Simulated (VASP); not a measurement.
A run of VASP 6.6.1:

File INCAR:

```
SYSTEM = Ti
  ALGO = Normal
  EDIFF = 1E-6
  ENCUT = 520
  GGA = PS
  ISIF = 2
  ISMEAR = -1
  ISYM = 0
  LASPH = .TRUE.
  LCHARG = .FALSE.
  LREAL = .FALSE.
  LWAVE = .FALSE.
  NBANDS = 19
  NELM = 80
  PREC = Accurate
  SIGMA = 0.1
```

Contents of KPOINTS:

```
k-points
0
G
  13 13 9
  0 0 0
```

POSCAR

```
Ti
1.0
   -1.9521571985      1.6017061489      1.4291662765
    1.6017061489     -1.9521571985      1.4291662765
    3.5507212259      3.5507212259     -2.0710180156
Ti
2
Direct
    0.9584060301      0.0415939699      0.0000000000
    0.7915939699      0.2084060301      0.5000000000
```

Potentials or basis: VASP PAW PBE potentials, release 64 (Ti_sv).

Command:

```sh
$ cat potpaw_PBE.64/Ti_sv/POTCAR > POTCAR
$ mpirun -np 1 vasp_std > vasp.out
```

Hardware: 1 thread of Oxide Virtual Turin-like Processor (shared host).

Task: Estimate the wall time of this run.

Result: Run time: 6.7 min on 1 thread of Oxide Virtual Turin-like Processor, on a shared host, peak memory 0.44 GiB. Counts: scf iterations 14, k points 761.
